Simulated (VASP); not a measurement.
Input of a VASP 6.6.1 run:

File INCAR:

```
PREC = Accurate
ENCUT = 520
EDIFF = 1E-7
ISMEAR = 0
SIGMA = 0.05
LREAL = False
LASPH = True
NELM = 150
ALGO = Normal
ISIF = 2
LWAVE = False
LCHARG = False
ISPIN = 2
MAGMOM = 1.58 -1.58 0 0
LORBIT = 11
LMAXMIX = 4
LDAU = True
LDAUTYPE = 1
LDAUL = 2 -1
LDAUU = 5 0
LDAUJ = 0.9 0
LDAUPRINT = 1
GGA = CA
NBANDS = 28
```

Contents of KPOINTS:

```
Automatic mesh
0
Gamma
  8 8 8
```

The input POSCAR:

```
NiO
1.0
    0.0000000000      2.0913095100      2.0913095100
    2.0913095100      0.0000000000      2.0913095100
    4.1826190200      4.1826190200      0.0000000000
Ni O
2 2
Direct
    0.0000000000      0.0000000000      0.0000000000
    0.0000000000      0.0000000000      0.5000000000
    0.5000000000      0.5000000000      0.2500000000
    0.5000000000      0.5000000000      0.7500000000
```

Potentials or basis: VASP PAW LDA potentials, release 64 (Ni, O).

Launch:

```sh
$ cat potpaw_LDA.64/Ni/POTCAR potpaw_LDA.64/O/POTCAR > POTCAR
$ mpirun -np 1 vasp_std > vasp.out
```

(1) Predict the band gap on the k mesh.

(2) Estimate the pressure.

(3) Estimate the net moment.

(4) What does it give for the site moments?

Results:

(1) 2.60 eV.

(2) -17.4 GPa.

(3) 0.00 μB per cell.

(4) Ni +1.62, -1.62; O +0.00 μB.

Caveat: the cell stands under tension.
